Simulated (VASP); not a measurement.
# MgH2 (F-43m) in VASP: relaxation of cell and atoms with PBE

Aim: the relaxation of cell and atoms of MgH2 with PBE.

All numbers are computed with VASP 6.6.1; they aren't measurements. Logs are shortened: lines on timing, memory, paths and dates and some standing lists are left out, and cuts for length are marked.

### Step 1. The cell of the first run

It takes space group F-43m (No. 216, cubic). Conventional cell: a = 5.220 Å, b = 5.220 Å, c = 5.220 Å, α = 90.00°, β = 90.00°, γ = 90.00°. Mg (site symmetry -43m) has 10 H at 2.26 to 2.61 Å within 3.0 Å. Within 3.0 Å of H (site symmetry -43m) lie 4 Mg at 2.26 Å and 4 H at 2.26 Å. H (site symmetry -43m) has 4 H at 2.26 Å and 6 Mg at 2.61 Å within 3.0 Å.

### Step 2. Relaxation of cell and atoms, PBE

Input file INCAR:

```
SYSTEM = MgH2
ALGO     = Normal         ! electronic algorithm
EDIFF    = 1E-7           ! SCF threshold, eV
EDIFFG   = -0.08          ! ionic threshold
ENCUT    = 600            ! plane-wave cutoff, eV
GGA      = PE             ! functional
GGA_COMPAT= .False.      
IBRION   = 2              ! ionic algorithm
ISIF     = 3              ! what is computed and relaxed
ISMEAR   = 0              ! smearing method
LASPH    = .True.         ! aspherical terms in the spheres
LCHARG   = .False.        ! write CHGCAR
LREAL    = .False.        ! projectors in reciprocal space
LWAVE    = .False.        ! write WAVECAR
NELM     = 120            ! most SCF steps
NELMIN   = 4            
NSW      = 36             ! ionic steps
PREC     = Accurate       ! precision mode
SIGMA    = 0.15           ! smearing width, eV
```

Input file KPOINTS:

```
k-points
0
Gamma
  5 5 5
  0 0 0
```

Input file POSCAR:

```
MgH2
1.0
    0.0000000000      2.6101326100      2.6101326100
    2.6101326100      0.0000000000      2.6101326100
    2.6101326100      2.6101326100      0.0000000000
Mg H
1 2
Direct
    0.2500000000      0.2500000000      0.2500000000
    0.0000000000      0.0000000000      0.0000000000
    0.7500000000      0.7500000000      0.7500000000
```

Potentials or basis: VASP PAW PBE potentials, release 64 (Mg, H).

The run is started by

```sh
$ cat potpaw_PBE.64/Mg/POTCAR potpaw_PBE.64/H/POTCAR > POTCAR
$ mpirun -np 1 vasp_std > vasp.out
```

OUTCAR:

```text
SYSTEM = MgH2
   EDIFF = 1E-7
   EDIFFG = -0.08
   ENCUT = 600
   GGA = PE
   IBRION = 2
   ISIF = 3
   ISMEAR = 0
   LASPH = .True.
   LREAL = .False.
   NELM = 120
   NELMIN = 4
   NSW = 36
   PREC = Accurate

 ion  position               nearest neighbor table
   1  0.250  0.250  0.250-   2 2.26   2 2.26   2 2.26   2 2.26
   2  0.000  0.000  0.000-   1 2.26   1 2.26   1 2.26   1 2.26
   3  0.750  0.750  0.750-

  LATTYP: Found a face centered cubic cell.
 ALAT       =     5.2202652200

  Lattice vectors:

 A1 = (   0.0000000000,   2.6101326100,   2.6101326100)
 A2 = (   2.6101326100,   0.0000000000,   2.6101326100)
 A3 = (   2.6101326100,   2.6101326100,   0.0000000000)

Analysis of symmetry for initial positions (statically):
=====================================================================
 Subroutine PRICEL returns:
 Original cell was already a primitive cell.

 Routine SETGRP: Setting up the symmetry group for a
 face centered cubic supercell.

 Subroutine GETGRP returns: Found 24 space group operations
 (whereof 24 operations were pure point group operations)
 out of a pool of 48 trial point group operations.

The static configuration has the point symmetry T_d .

Analysis of symmetry for dynamics (positions and initial velocities):
=====================================================================
 Subroutine PRICEL returns:
 Original cell was already a primitive cell.

 Routine SETGRP: Setting up the symmetry group for a
 face centered cubic supercell.

 Subroutine GETGRP returns: Found 24 space group operations
 (whereof 24 operations were pure point group operations)
 out of a pool of 48 trial point group operations.

The dynamic configuration has the point symmetry T_d .

 Subroutine INISYM returns: Found 24 space group operations
 (whereof 24 operations are pure point group operations),
 and found     1 'primitive' translations

----------------------------------------------------------------------------------------

                                     Primitive cell

  volume of cell :      35.5646

  direct lattice vectors                    reciprocal lattice vectors
     0.000000000  2.610132610  2.610132610    -0.191561148  0.191561148  0.191561148
     2.610132610  0.000000000  2.610132610     0.191561148 -0.191561148  0.191561148
     2.610132610  2.610132610  0.000000000     0.191561148  0.191561148 -0.191561148

  length of vectors
     3.691284937  3.691284937  3.691284937     0.331793642  0.331793642  0.331793642

  position of ions in fractional coordinates (direct lattice)
     0.250000000  0.250000000  0.250000000
     0.000000000  0.000000000  0.000000000
     0.750000000  0.750000000  0.750000000

  ion indices of the primitive-cell ions
   primitive index   ion index
                 1           1
                 2           2
                 3           3

----------------------------------------------------------------------------------------

 KPOINTS: k-points

Automatic generation of k-mesh.
 Grid dimensions read from file:
 generate k-points for:    5    5    5

 Generating k-lattice:

  Cartesian coordinates                     Fractional coordinates (reciprocal lattice)
    -0.038312230  0.038312230  0.038312230     0.200000000  0.000000000  0.000000000
     0.038312230 -0.038312230  0.038312230     0.000000000  0.200000000  0.000000000
     0.038312230  0.038312230 -0.038312230     0.000000000  0.000000000  0.200000000

  Length of vectors
     0.066358728  0.066358728  0.066358728

  Shift w.r.t. Gamma in fractional coordinates (k-lattice)
     0.000000000  0.000000000  0.000000000

 Subroutine IBZKPT returns following result:
 ===========================================

 Found     10 irreducible k-points:

 Following reciprocal coordinates:
            Coordinates               Weight
  0.000000  0.000000  0.000000      1.000000
  0.200000  0.000000  0.000000      8.000000
  0.400000  0.000000  0.000000      8.000000
  0.200000  0.200000  0.000000      6.000000
  0.400000  0.200000  0.000000     24.000000
 -0.400000  0.200000  0.000000     24.000000
 -0.200000  0.200000  0.000000     12.000000
  0.400000  0.400000  0.000000      6.000000
 -0.400000  0.400000  0.000000     12.000000
 -0.400000  0.400000  0.200000     24.000000
   k-points           NKPTS =     10   k-points in BZ     NKDIM =     10   number of bands    NBANDS=      6
   number of dos      NEDOS =    301   number of ions     NIONS =      3
   total plane-waves  NPLWV =  27000
   dimension x,y,z NGX =    30 NGY =   30 NGZ =   30
   dimension x,y,z NGXF=    60 NGYF=   60 NGZF=   60
   ions per type =               1   2
   NGX,Y,Z   is equivalent  to a cutoff of  13.51, 13.51, 13.51 a.u.
   NGXF,Y,Z  is equivalent  to a cutoff of  27.02, 27.02, 27.02 a.u.
 SYSTEM =  MgH2
   PREC   = accura    normal or accurate (medium, high low for compatibility)
   ISTART =      0    job   : 0-new  1-cont  2-samecut
   ICHARG =      2    charge: 1-file 2-atom 10-const
   ISPIN  =      1    spin polarized calculation?
   LNONCOLLINEAR =      F non collinear calculations
   LSORBIT =      F    spin-orbit coupling
   LASPH  =      T    aspherical Exc in radial PAW
   ENCUT  =  600.0 eV  44.10 Ry    6.64 a.u.   7.37  7.37  7.37*2*pi/ulx,y,z
   NELM   =    120;   NELMIN=  4; NELMDL= -5     # of ELM steps
   EDIFF  = 0.1E-06   stopping-criterion for ELM
   LREAL  =      F    real-space projection
   EDIFFG = -.8E-01   stopping-criterion for IOM
   NSW    =     36    number of steps for IOM
   IBRION =      2    ionic relax: 0-MD 1-quasi-New 2-CG
   NFREE  =      1    steps in history (QN), initial steepest desc. (CG)
   ISIF   =      3    stress and relaxation
   ISYM   =      2    0-nonsym 1-usesym 2-fastsym
   POTIM  = 0.5000    time-step for ionic-motion
   TEBEG  =    0.0;   TEEND  =   0.0 temperature during run
   PSTRESS=    0.0 pullay stress
   NELECT =       4.0000    total number of electrons
   NUPDOWN=      -1.0000    fix difference up-down
   EMIN   =  10.00;   EMAX   =-10.00  energy-range for DOS
   EFERMI =   0.00;   METHOD = LEGACY
   ISMEAR =     0;   SIGMA  =   0.15  broadening in eV -4-tet -1-fermi 0-gaus
   EFERMI_NEDOS =   21; number of points for ismear=-14 and -15
   IALGO  =     38    algorithm
   IMIX   =      4    mixing-type and parameters
     AMIX     =   0.40;   BMIX     =  1.00
     AMIX_MAG =   1.60;   BMIX_MAG =  1.00
  volume/ion in A,a.u.               =      11.85        80.00
  Fermi-wavevector in a.u.,A,eV,Ry     =   0.790234  1.493325  8.496422  0.624469
  Thomas-Fermi vector in A             =   1.895534
   LORBIT       =      0    0 simple, 1 ext, 2 COOP (PROOUT), +10 PAW based schemes
   GGA     = PE    functional components
   LHFCALC =     F    Hartree Fock is set to
   AEXX    =    0.0000 exact exchange contribution
   IVDW    =     0    specifies the selected vdW correction
   LEPSILON=     F    determine dielectric tensor
   LRPA    =     F    only Hartree local field effects (RPA)
 conjugate gradient relaxation of ions
 non-spin polarized calculation
 Gauss-broadening in eV      SIGMA  =   0.15
  energy-cutoff  :      600.00
  volume of cell :       35.56
 maximum number of plane-waves:      1243
 NGX is ok and might be reduce to    30
   NGX = 15   NGY = 15   NGZ = 15

--------------------------------------- Ionic step        1  -------------------------------------------

 number of electron       4.0000000 magnetization

 Free energy of the ion-electron system (eV)
  ---------------------------------------------------
  ext. energy  EPLUGINS =         0.00000000
  ---------------------------------------------------
  free energy    TOTEN  =        -6.97956141 eV

  energy without entropy =       -6.95279861  energy(sigma->0) =       -6.96618001

------------------------ aborting loop because EDIFF is reached ----------------------------------------

  FORCE on cell =-STRESS in cart. coord.  units (eV):
  Direction    XX          YY          ZZ          XY          YZ          ZX
  --------------------------------------------------------------------------------------
  -------------------------------------------------------------------------------------
  Total       -2.4212109     -2.4212109     -2.4212109      0.0000000      0.0000000     -0.0000000
  in kB     -109.0750658   -109.0750658   -109.0750658      0.0000000      0.0000000     -0.0000000
  external PRESSURE =    -109.0750658 kB  Pullay stress =       0.0000000 kB

 VOLUME and BASIS-vectors are now :
 -----------------------------------------------------------------------------
  energy-cutoff  :      600.00
  volume of cell :       35.56
      direct lattice vectors                 reciprocal lattice vectors
     0.000000000  2.610132610  2.610132610    -0.191561148  0.191561148  0.191561148
     2.610132610  0.000000000  2.610132610     0.191561148 -0.191561148  0.191561148
     2.610132610  2.610132610  0.000000000     0.191561148  0.191561148 -0.191561148
[... 75 lines left out ...]
 POSITION                                       TOTAL-FORCE (eV/Angst)
 -----------------------------------------------------------------------------------
      1.19191      1.19191      1.19191        -0.000000     -0.000000     -0.000000
      0.00000      0.00000      0.00000         0.000000      0.000000      0.000000
      3.57573      3.57573      3.57573         0.000000      0.000000      0.000000
 -----------------------------------------------------------------------------------
    total drift:                                0.000000      0.000000      0.000000

  FREE ENERGIE OF THE ION-ELECTRON SYSTEM (eV)
  ---------------------------------------------------
  free  energy   TOTEN  =        -7.4106599372 eV

  energy  without entropy=       -7.3869939922  energy(sigma->0) =       -7.39882696

--------------------------------------- Ionic step        4  -------------------------------------------

 number of electron       4.0000000 magnetization

 E-fermi :   5.6431     XC(G=0): -10.3304

 val. band max:        4.3630560731   @ k =  -0.2000   0.2000   0.0000
 cond. band min:       5.6605909499   @ k =  -0.4000   0.4000   0.2000
 fundamental gap:      1.2975348768
 Fermi energy:         5.6430545109

 k-point     1 :       0.0000    0.0000    0.0000
  band No.  band energies     occupation
      1      -7.3465      2.00000
      2       9.1509      0.00000
      3      15.6606      0.00000
      4      16.5319      0.00000
      5      16.5319      0.00000
      6      16.5319      0.00000

 k-point     2 :       0.2000    0.0000    0.0000
  band No.  band energies     occupation
      1      -6.4479      2.00000
      2       6.5285      0.00000
      3      11.4531      0.00000
      4      15.4579      0.00000
      5      15.4579      0.00000
      6      18.2482      0.00000
[... 92 lines left out ...]
 POSITION                                       TOTAL-FORCE (eV/Angst)
 -----------------------------------------------------------------------------------
      1.06723      1.06723      1.06723        -0.000000     -0.000000      0.000000
      2.13445      0.00000      2.13445         0.000000      0.000000     -0.000000
      3.20168      3.20168      3.20168         0.000000      0.000000     -0.000000
 -----------------------------------------------------------------------------------
    total drift:                                0.000000      0.000000      0.000000

  FREE ENERGIE OF THE ION-ELECTRON SYSTEM (eV)
  ---------------------------------------------------
  free  energy   TOTEN  =        -7.0333522771 eV

  energy  without entropy=       -7.0095620641  energy(sigma->0) =       -7.02145717

--------------------------------------- Ionic step        5  -------------------------------------------

 number of electron       4.0000000 magnetization

 Free energy of the ion-electron system (eV)
  ---------------------------------------------------
  ext. energy  EPLUGINS =         0.00000000
  ---------------------------------------------------
  free energy    TOTEN  =        -7.42883996 eV

  energy without entropy =       -7.40513851  energy(sigma->0) =       -7.41698923

 E-fermi :   3.7572     XC(G=0):  -9.3140

 val. band max:        2.5134306309   @ k =  -0.2000   0.2000   0.0000
 cond. band min:       3.7633516862   @ k =  -0.4000   0.4000   0.0000
 fundamental gap:      1.2499210553
 Fermi energy:         3.7572094996

 k-point     1 :       0.0000    0.0000    0.0000
  band No.  band energies     occupation
      1      -7.1627      2.00000
      2       6.0812      0.00000
      3      11.5313      0.00000
      4      13.3339      0.00000
      5      13.3339      0.00000
      6      13.3339      0.00000

 k-point     2 :       0.2000    0.0000    0.0000
  band No.  band energies     occupation
      1      -6.4235      2.00000
      2       4.2151      0.00002
      3       8.2472      0.00000
      4      12.1764      0.00000
      5      12.1764      0.00000
      6      13.7759      0.00000
[... 92 lines left out ...]
 POSITION                                       TOTAL-FORCE (eV/Angst)
 -----------------------------------------------------------------------------------
      1.17252      1.17252      1.17252        -0.000000     -0.000000     -0.000000
      0.00000      0.00000      0.00000         0.000000      0.000000      0.000000
      3.51757      3.51757      3.51757         0.000000      0.000000      0.000000
 -----------------------------------------------------------------------------------
    total drift:                               -0.000000     -0.000000      0.000000

  FREE ENERGIE OF THE ION-ELECTRON SYSTEM (eV)
  ---------------------------------------------------
  free  energy   TOTEN  =        -7.4288399590 eV

  energy  without entropy=       -7.4051385092  energy(sigma->0) =       -7.41698923

 reached required accuracy - stopping structural energy minimisation
```

It took 23 s on 1 thread of Intel Xeon Platinum 8488C (Sapphire Rapids), shared host; peak memory 0.17 GiB.

Results:

| Property | Result |
| --- | --- |
| Free energy | -7.4288 eV |
| Relaxed volume | 8.60 Å³/atom |
| Relaxed cell | a = 3.316 Å, b = 3.316 Å, c = 3.316 Å, α = 60.00°, β = 60.00°, γ = 60.00° |
| Space group after relaxing (to 0.05 Å) | F-43m (No. 216) |
| Energy gained by relaxing | 149.8 meV/atom |
| Ionic steps | 5 |
| Pressure after relaxing | -0.9 GPa |
| Band gap on the k mesh | zero (band 2 reaches 6.08 eV, above the bottom of band 3 at 3.76 eV) |

The path:
```tsv
step	energy change (eV)	largest force (eV/Å)	pressure (GPa)	volume (Å³)
1	0.0000	0.0000	-10.91	35.56
2	-0.2492	0.0000	-8.81	31.57
3	-0.4311	0.0000	-3.47	27.09
4	-0.0538	0.0000	26.29	19.45
5	-0.4493	0.0000	-0.90	25.79
```

Final structure:
```cif
data_structure
_symmetry_space_group_name_H-M 'P 1'
_symmetry_Int_Tables_number 1
_cell_length_a 3.3164
_cell_length_b 3.3164
_cell_length_c 3.3164
_cell_angle_alpha 60.000
_cell_angle_beta 60.000
_cell_angle_gamma 60.000
_cell_volume 25.79
loop_
_atom_site_label
_atom_site_type_symbol
_atom_site_fract_x
_atom_site_fract_y
_atom_site_fract_z
_atom_site_occupancy
Mg1 Mg 0.25000 0.25000 0.25000 1
H1 H 0.00000 0.00000 0.00000 1
H2 H 0.75000 0.75000 0.75000 1
```

Levels at points of the mesh, in eV from the Fermi level:
```
           k point  band 1  band 2  band 3  band 4  band 5  band 6
(0.00, 0.00, 0.00)  -10.92    2.32    7.77    9.58    9.58    9.58
```

Caveat: the k points lie up to 0.46 Å⁻¹ apart in the final cell; the volume moved by over 15 % at a fixed basis, so the end points are rough.
